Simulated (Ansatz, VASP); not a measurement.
Two plane-wave programs on TiN

The input INCAR:

```
ALGO = Normal ; EDIFF = 1E-7
ENCUT = 520 ; GGA = PE
ISIF = 2 ; ISMEAR = 0
LASPH = T ; LCHARG = T
LELF = T ; LREAL = F
LVHAR = T ; LWAVE = F
NBANDS = 16 ; NELM = 60
PREC = Accurate ; SIGMA = 0.1
```

KPOINTS

```
k-points
0
Gamma
  18 18 18
```

The input POSCAR:

```
TiN
1.0
    0.0000000000      2.1019157566      2.1019157566
    2.1019157566      0.0000000000      2.1019157566
    2.1019157566      2.1019157566      0.0000000000
Ti N
1 1
Direct
    0.0000000000      0.0000000000      0.0000000000
    0.5000000000      0.5000000000      0.5000000000
```

Input for Ansatz:

```yaml
crystal:
  lattice:
    - [0.0, 2.1019157566, 2.1019157566]
    - [2.1019157566, 0.0, 2.1019157566]
    - [2.1019157566, 2.1019157566, 0.0]
  atoms:
    - { symbol: Ti, position: [0.0, 0.0, 0.0] }
    - { symbol: "N", position: [0.5, 0.5, 0.5] }
basis:
  ecutwfc: 420
kpoints:
  mp_grid: { grid: [18, 18, 18] }
hamiltonian:
  xc: pbe
scf:
  occupations: { method: gaussian, width: 0.1 }
output:
  forces: true
  stress: true
  eigenvalues: true
```

Alike in both runs: task single point; functional PBE; k mesh 18 × 18 × 18; occupations gaussian, width 0.1 eV; no spin polarisation.

|  | VASP | Ansatz |
| --- | --- | --- |
| version | VASP 6.6.1 | Ansatz 0.2.0 |
| potentials or method | VASP PAW PBE potentials, release 64 (Ti_sv, N), cutoff 520 eV | scalar-relativistic, plane waves, PAW |
| valence electrons in the cell | 17 | 17 |

|  | VASP | Ansatz | Ansatz less VASP |
| --- | --- | --- | --- |
| gap on the k mesh at the Fermi level (eV) | none | none | - |
| pressure (GPa) | 9.5 | 9.0 | -0.49 |

A gap of «none» marks a metal or a gap that the smearing closes.
